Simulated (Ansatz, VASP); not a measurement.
Two plane-wave programs on NbCd3Rh

```
Nb Cd Rh
1.0
     4.97151    0.00000    0.00000
     0.00000    4.97151    0.00000
     0.00000    0.00000    4.97151
Nb Cd Rh
1 3 1
Direct
  0.00000 0.00000 0.00000
  0.00000 0.50000 0.50000
  0.50000 0.00000 0.50000
  0.50000 0.50000 0.00000
  0.50000 0.50000 0.50000
```

Alike in both runs: functional PBE; k mesh 8 × 8 × 8; occupations gaussian, width 0.1 eV; no spin polarisation.

Ansatz relaxed the structure, and its values are those at the end. VASP's run is a single point on that final structure, the one shown.

|  | VASP | Ansatz |
| --- | --- | --- |
| version | VASP 6.6.1 | Ansatz 0.2.0 |
| potentials or method | VASP PAW PBE potentials, release 64 (Nb_sv, Cd, Rh_pv), cutoff 520 eV | scalar-relativistic, plane waves, PAW |
| valence electrons in the cell | 64 | 90 |

|  | VASP | Ansatz | Ansatz less VASP |
| --- | --- | --- | --- |
| gap on the k mesh at the Fermi level (eV) | none | none | - |
| pressure (GPa) | 0.6 | 0.0 | -0.61 |

A gap of «none» marks a metal or a gap that the smearing closes. VASP's potentials hold 64 valence electrons a cell and Ansatz's 90, so a difference there can come from the potentials and not from the codes.
